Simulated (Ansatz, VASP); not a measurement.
One calculation of Os, two programs

INCAR

```
SYSTEM = Os
PREC = Accurate
ENCUT = 520
EDIFF = 1E-6
ISMEAR = -1
SIGMA = 0.08
LREAL = .False.
LASPH = .True.
NELM = 60
ALGO = Normal
ISIF = 2
LWAVE = .False.
LCHARG = .False.
GGA = PE
NBANDS = 15
```

Contents of KPOINTS:

```
regular mesh
0
Gamma
  17 17 10
  0 0 0
```

POSCAR

```
Os
1.0
    2.6787611451      0.0000000000      0.0000000000
   -1.3393805726      2.3198752024      0.0000000000
    0.0000000000      0.0000000000      4.2322682500
Os
2
Direct
    0.3333333333      0.6666666667      0.2500000000
    0.6666666667      0.3333333333      0.7500000000
```

Input for Ansatz:

```yaml
crystal:
  lattice:
    - [2.6787611451, 0.0, 0.0]
    - [-1.3393805726, 2.3198752024, 0.0]
    - [0.0, 0.0, 4.23226825]
  atoms:
    - { symbol: Os, position: [0.3333333333, 0.6666666667, 0.25] }
    - { symbol: Os, position: [0.6666666667, 0.3333333333, 0.75] }
kpoints:
  mp_grid: { grid: [17, 17, 10] }
scf:
  occupations: { method: fermi_dirac, width: 0.08 }
hamiltonian:
  xc: pbe
  pseudopotentials: { kind: all_electron, lapw: { basis_error: 0.001 } }
output:
  forces: true
  stress: true
  eigenvalues: true
```

Change from the starting cell: volume scaled by 0.9405.

Alike in both runs: task single point; functional PBE; k mesh 17 × 17 × 10; occupations fermi-dirac, width 0.08 eV; no spin polarisation.

|  | VASP | Ansatz |
| --- | --- | --- |
| version | VASP 6.6.1 | Ansatz 0.2.0 |
| potentials or method | VASP PAW PBE potentials, release 64 (Os), cutoff 520 eV | all-electron LAPW, scalar-relativistic |

```tsv
	VASP	Ansatz	Ansatz less VASP
pressure (GPa)	40.7	39.8	-0.91
traceless stress, the component that is largest in VASP (GPa)	1.21	1.30	+0.097
```

Both programs put the cell under a high pressure, so it lies far from rest at this level. Ansatz ran all-electron here, and VASP with PAW potentials.

Neither program's run includes spin-orbit coupling.
